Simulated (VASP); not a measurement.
# Ti in VASP: single point with PBEsol

Aim: the single point of Ti with PBEsol.

Everything below comes from runs of VASP 6.6.1. Logs are shortened: lines on timing, memory, paths and dates and some standing lists are left out, and cuts for length are marked.

### 1 The cell of the first run

The cell holds a slab with vacuum, 12 atoms: a = 2.900 Å, b = 4.591 Å, c = 28.397 Å, α = 90.00°, β = 90.00°, γ = 90.00°.

### 2 Single point, PBEsol

INCAR reads:

```
SYSTEM = Ti
  PREC = Accurate
  ENCUT = 520
  EDIFF = 1E-7
  ISMEAR = 0
  SIGMA = 0.1
  LREAL = .FALSE.
  LASPH = .TRUE.
  NELM = 100
  ALGO = Normal
  ISIF = 2
  LWAVE = .FALSE.
  LCHARG = .FALSE.
  LDIPOL = .TRUE.
  IDIPOL = 3
  DIPOL = 0.5 0.5 0.500
  GGA = PS
  NBANDS = 84
```

KPOINTS reads:

```
regular mesh
0
G
  12 8 1
  0 0 0
```

POSCAR reads:

```
Ti
1.0
    2.9004758373      0.0000000000      0.0000000000
    0.0000000000      4.5909212533      0.0000000000
    0.0000000000      0.0000000000     28.3967240436
Ti
12
Direct
    0.0000000000      0.7500000000      0.2672032525
    0.5000000000      0.2500000000      0.2959577652
    0.5000000000      0.7500000000      0.3517108299
    0.0000000000      0.2500000000      0.3824549772
    0.0000000000      0.7500000000      0.4405031389
    0.5000000000      0.2500000000      0.4705319628
    0.5000000000      0.7500000000      0.5294680409
    0.0000000000      0.2500000000      0.5594968610
    0.0000000000      0.7500000000      0.6175450204
    0.5000000000      0.2500000000      0.6482891665
    0.5000000000      0.7500000000      0.7040422341
    0.0000000000      0.2500000000      0.7327967505
```

Potentials or basis: VASP PAW PBE potentials, release 64 (Ti_sv).

Launch:

```
$ cat potpaw_PBE.64/Ti_sv/POTCAR > POTCAR
$ mpirun -np 1 vasp_std > vasp.out
```

OUTCAR:

```text
SYSTEM = Ti
   PREC = Accurate
   ENCUT = 520
   EDIFF = 1E-7
   ISMEAR = 0
   LREAL = .FALSE.
   LASPH = .TRUE.
   NELM = 100
   ISIF = 2
   GGA = PS

 ion  position               nearest neighbor table
   1  0.000  0.750  0.267-   3 2.80   3 2.80   2 2.84   2 2.84   2 2.84   2 2.84
   2  0.500  0.250  0.296-   3 2.79   3 2.79   1 2.84   1 2.84   1 2.84   1 2.84   4 2.85   4 2.85

   3  0.500  0.750  0.352-   2 2.79   2 2.79   1 2.80   1 2.80   4 2.85   4 2.85   4 2.85   4 2.85
                             5 2.91   5 2.91
   4  0.000  0.250  0.382-   5 2.83   5 2.83   3 2.85   3 2.85   3 2.85   3 2.85   2 2.85   2 2.85
                             6 2.89   6 2.89
   5  0.000  0.750  0.441-   4 2.83   4 2.83   6 2.85   6 2.85   6 2.85   6 2.85   3 2.91   3 2.91
                             7 2.91   7 2.91
   6  0.500  0.250  0.471-   7 2.84   7 2.84   5 2.85   5 2.85   5 2.85   5 2.85   4 2.89   4 2.89
                             8 2.91   8 2.91
   7  0.500  0.750  0.529-   6 2.84   6 2.84   8 2.85   8 2.85   8 2.85   8 2.85   9 2.89   9 2.89
                             5 2.91   5 2.91
   8  0.000  0.250  0.559-   9 2.83   9 2.83   7 2.85   7 2.85   7 2.85   7 2.85  10 2.91  10 2.91
                             6 2.91   6 2.91
   9  0.000  0.750  0.618-   8 2.83   8 2.83  10 2.85  10 2.85  10 2.85  10 2.85  11 2.85  11 2.85
                             7 2.89   7 2.89
  10  0.500  0.250  0.648-  11 2.79  11 2.79  12 2.80  12 2.80   9 2.85   9 2.85   9 2.85   9 2.85
                             8 2.91   8 2.91
  11  0.500  0.750  0.704-  10 2.79  10 2.79  12 2.84  12 2.84  12 2.84  12 2.84   9 2.85   9 2.85

  12  0.000  0.250  0.733-  10 2.80  10 2.80  11 2.84  11 2.84  11 2.84  11 2.84

  LATTYP: Found a simple orthorhombic cell.
 ALAT       =     2.9004758373
 B/A-ratio  =     1.5828165828
 C/A-ratio  =     9.7903673868

  Lattice vectors:

 A1 = (   2.9004758373,   0.0000000000,   0.0000000000)
 A2 = (   0.0000000000,   4.5909212533,   0.0000000000)
 A3 = (   0.0000000000,   0.0000000000,  28.3967240436)

Analysis of symmetry for initial positions (statically):
=====================================================================
 Subroutine PRICEL returns:
 Original cell was already a primitive cell.

 Routine SETGRP: Setting up the symmetry group for a
 simple orthorhombic supercell.

 Subroutine GETGRP returns: Found  8 space group operations
 (whereof  4 operations were pure point group operations)
 out of a pool of  8 trial point group operations.

The static configuration has the point symmetry C_2h.
 The point group associated with its full space group is D_2h.

Analysis of symmetry for dynamics (positions and initial velocities):
=====================================================================
 Subroutine PRICEL returns:
 Original cell was already a primitive cell.

 Routine SETGRP: Setting up the symmetry group for a
 simple orthorhombic supercell.

 Subroutine GETGRP returns: Found  8 space group operations
 (whereof  4 operations were pure point group operations)
 out of a pool of  8 trial point group operations.

The dynamic configuration has the point symmetry C_2h.
 The point group associated with its full space group is D_2h.

 Subroutine INISYM returns: Found  8 space group operations
 (whereof  4 operations are pure point group operations),
 and found     1 'primitive' translations

----------------------------------------------------------------------------------------

                                     Primitive cell

  volume of cell :     378.1267

  direct lattice vectors                    reciprocal lattice vectors
     2.900475837  0.000000000  0.000000000     0.344771016  0.000000000  0.000000000
     0.000000000  4.590921253  0.000000000     0.000000000  0.217821205  0.000000000
     0.000000000  0.000000000 28.396724044     0.000000000  0.000000000  0.035215330

  length of vectors
     2.900475837  4.590921253 28.396724044     0.344771016  0.217821205  0.035215330

  position of ions in fractional coordinates (direct lattice)
     0.000000000  0.750000000  0.267203253
     0.500000000  0.250000000  0.295957765
     0.500000000  0.750000000  0.351710830
     0.000000000  0.250000000  0.382454977
     0.000000000  0.750000000  0.440503139
[... 38 lines left out ...]
  Length of vectors
     0.028730918  0.027227651  0.035215330

  Shift w.r.t. Gamma in fractional coordinates (k-lattice)
     0.000000000  0.000000000  0.000000000

 Subroutine IBZKPT returns following result:
 ===========================================

 Found     35 irreducible k-points:

 Following reciprocal coordinates:
            Coordinates               Weight
  0.000000  0.000000  0.000000      1.000000
  0.083333  0.000000  0.000000      2.000000
  0.166667  0.000000  0.000000      2.000000
  0.250000  0.000000  0.000000      2.000000
  0.333333  0.000000  0.000000      2.000000
  0.416667  0.000000  0.000000      2.000000
[... 16 lines left out ...]
  0.083333  0.375000  0.000000      4.000000
  0.166667  0.375000  0.000000      4.000000
 [... further k-points ...]
   k-points           NKPTS =     35   k-points in BZ     NKDIM =     35   number of bands    NBANDS=     84
   number of dos      NEDOS =    301   number of ions     NIONS =     12
   total plane-waves  NPLWV = 186624
   dimension x,y,z NGX =    24 NGY =   36 NGZ =  216
   dimension x,y,z NGXF=    48 NGYF=   72 NGZF=  432
   ions per type =              12
   NGX,Y,Z   is equivalent  to a cutoff of  13.76, 13.04, 12.65 a.u.
   NGXF,Y,Z  is equivalent  to a cutoff of  27.51, 26.07, 25.29 a.u.
 SYSTEM =  Ti
   PREC   = accura    normal or accurate (medium, high low for compatibility)
   ISTART =      0    job   : 0-new  1-cont  2-samecut
   ICHARG =      2    charge: 1-file 2-atom 10-const
   ISPIN  =      1    spin polarized calculation?
   LNONCOLLINEAR =      F non collinear calculations
   LSORBIT =      F    spin-orbit coupling
   LASPH  =      T    aspherical Exc in radial PAW
   ENCUT  =  520.0 eV  38.22 Ry    6.18 a.u.   5.39  8.54 52.80*2*pi/ulx,y,z
   NELM   =    100;   NELMIN=  2; NELMDL= -5     # of ELM steps
   EDIFF  = 0.1E-06   stopping-criterion for ELM
   LREAL  =      F    real-space projection
   EDIFFG = 0.1E-05   stopping-criterion for IOM
   NSW    =      0    number of steps for IOM
   IBRION =     -1    ionic relax: 0-MD 1-quasi-New 2-CG
   NFREE  =      0    steps in history (QN), initial steepest desc. (CG)
   ISIF   =      2    stress and relaxation
   ISYM   =      2    0-nonsym 1-usesym 2-fastsym
   POTIM  = 0.5000    time-step for ionic-motion
   TEBEG  =    0.0;   TEEND  =   0.0 temperature during run
   PSTRESS=    0.0 pullay stress
   NELECT =     144.0000    total number of electrons
   NUPDOWN=      -1.0000    fix difference up-down
   EMIN   =  10.00;   EMAX   =-10.00  energy-range for DOS
   EFERMI =   0.00;   METHOD = LEGACY
   ISMEAR =     0;   SIGMA  =   0.10  broadening in eV -4-tet -1-fermi 0-gaus
   EFERMI_NEDOS =   21; number of points for ismear=-14 and -15
   IALGO  =     38    algorithm
   IMIX   =      4    mixing-type and parameters
     AMIX     =   0.40;   BMIX     =  1.00
     AMIX_MAG =   1.60;   BMIX_MAG =  1.00
  volume/ion in A,a.u.               =      31.51       212.64
  Fermi-wavevector in a.u.,A,eV,Ry     =   1.186633  2.242412 19.158346  1.408099
  Thomas-Fermi vector in A             =   2.322802
   LORBIT       =      0    0 simple, 1 ext, 2 COOP (PROOUT), +10 PAW based schemes
   GGA     = PS    functional components
   LHFCALC =     F    Hartree Fock is set to
   AEXX    =    0.0000 exact exchange contribution
   IVDW    =     0    specifies the selected vdW correction
   LEPSILON=     F    determine dielectric tensor
   LRPA    =     F    only Hartree local field effects (RPA)
 non-spin polarized calculation
 Gauss-broadening in eV      SIGMA  =   0.10
  energy-cutoff  :      520.00
  volume of cell :      378.13
 maximum number of plane-waves:     10243
 NGX is ok and might be reduce to    24
   NGX = 11   NGY = 17   NGZ =105

 dipolmoment           0.000000      0.000000     -0.000000 electrons x Angstroem

 number of electron     144.0000043 magnetization

 dipolmoment           0.000000      0.000000      0.000002 electrons x Angstroem

 Free energy of the ion-electron system (eV)
  ---------------------------------------------------
  ext. energy  EPLUGINS =         0.00000000
  ---------------------------------------------------
  free energy    TOTEN  =       -96.43567056 eV

  energy without entropy =      -96.34349749  energy(sigma->0) =      -96.38958402

 E-fermi :   2.8129     XC(G=0):  -6.9929

 val. band max:        2.8119508619   @ k =   0.2500   0.2500   0.0000
 cond. band min:       2.8188577833   @ k =   0.5000   0.2500   0.0000
 fundamental gap:      0.0069069214
 Fermi energy:         2.8128945381

 k-point     1 :       0.0000    0.0000    0.0000
  band No.  band energies     occupation
      1     -53.9091      2.00000
      2     -53.9090      2.00000
      3     -53.7443      2.00000
      4     -53.7194      2.00000
      5     -53.6748      2.00000
      6     -53.6364      2.00000
[... 2077 lines left out ...]
     83       3.4495      0.00000
     84       3.6042      0.00000

 [... further k-points ...]

------------------------ aborting loop because EDIFF is reached ----------------------------------------

 vacuum level on the upper side and lower side of the slab       (xc-potential included)        -0.153        -0.153

  FORCE on cell =-STRESS in cart. coord.  units (eV):
  Direction    XX          YY          ZZ          XY          YZ          ZX
  --------------------------------------------------------------------------------------
  -------------------------------------------------------------------------------------
  Total       -3.7024064     -2.6775741     -0.3825639      0.0000000      0.0000000      0.0000000
  in kB      -15.6876298    -11.3452675     -1.6209784      0.0000000      0.0000000      0.0000000
  external PRESSURE =      -9.5512919 kB  Pullay stress =       0.0000000 kB

 VOLUME and BASIS-vectors are now :
 -----------------------------------------------------------------------------
  energy-cutoff  :      520.00
  volume of cell :      378.13
      direct lattice vectors                 reciprocal lattice vectors
     2.900475837  0.000000000  0.000000000     0.344771016  0.000000000  0.000000000
     0.000000000  4.590921253  0.000000000     0.000000000  0.217821205  0.000000000
     0.000000000  0.000000000 28.396724044     0.000000000  0.000000000  0.035215330

 POSITION                                       TOTAL-FORCE (eV/Angst)
 -----------------------------------------------------------------------------------
      0.00000      3.44319      7.58770        -0.000000     -0.000000      0.022569
      1.45024      1.14773      8.40423         0.000000     -0.000000      0.012862
      1.45024      3.44319      9.98744         0.000000      0.000000     -0.022566
      0.00000      1.14773     10.86047         0.000000      0.000000      0.010027
      0.00000      3.44319     12.50885         0.000000     -0.000000     -0.007095
      1.45024      1.14773     13.36157         0.000000     -0.000000      0.007856
      1.45024      3.44319     15.03516         0.000000     -0.000000     -0.007856
      0.00000      1.14773     15.88788         0.000000     -0.000000      0.007095
      0.00000      3.44319     17.53626         0.000000     -0.000000     -0.010027
      1.45024      1.14773     18.40929         0.000000      0.000000      0.022566
      1.45024      3.44319     19.99249         0.000000     -0.000000     -0.012862
      0.00000      1.14773     20.80903         0.000000      0.000000     -0.022569
 -----------------------------------------------------------------------------------
    total drift:                                0.000000      0.000000      0.000790

  FREE ENERGIE OF THE ION-ELECTRON SYSTEM (eV)
  ---------------------------------------------------
  free  energy   TOTEN  =       -96.4356705597 eV

  energy  without entropy=      -96.3434974857  energy(sigma->0) =      -96.38958402

 vacuum level on the upper side and lower side of the slab         6.638         6.638
```

It took 41 min on 1 thread of Intel Xeon 6975P-C (Granite Rapids), shared host; peak memory 0.88 GiB.

Results:

| Quantity | Value |
| --- | --- |
| Free energy | -96.4357 eV |
| Largest force | 0.023 eV/Å |
| Band gap on the k mesh | zero (bands 72 and 73 overlap by 0.57 eV) |

Forces in eV/Å, atoms in the order of the input:
```
Ti   0.000  0.000  0.023
Ti   0.000  0.000  0.013
Ti   0.000  0.000 -0.023
Ti   0.000  0.000  0.010
Ti   0.000  0.000 -0.007
Ti   0.000  0.000  0.008
Ti   0.000  0.000 -0.008
Ti   0.000  0.000  0.007
Ti   0.000  0.000 -0.010
Ti   0.000  0.000  0.023
Ti   0.000  0.000 -0.013
Ti   0.000  0.000 -0.023
```

Caveat: the PAW data sets were made with another functional, which shifts forces and pressure a little.
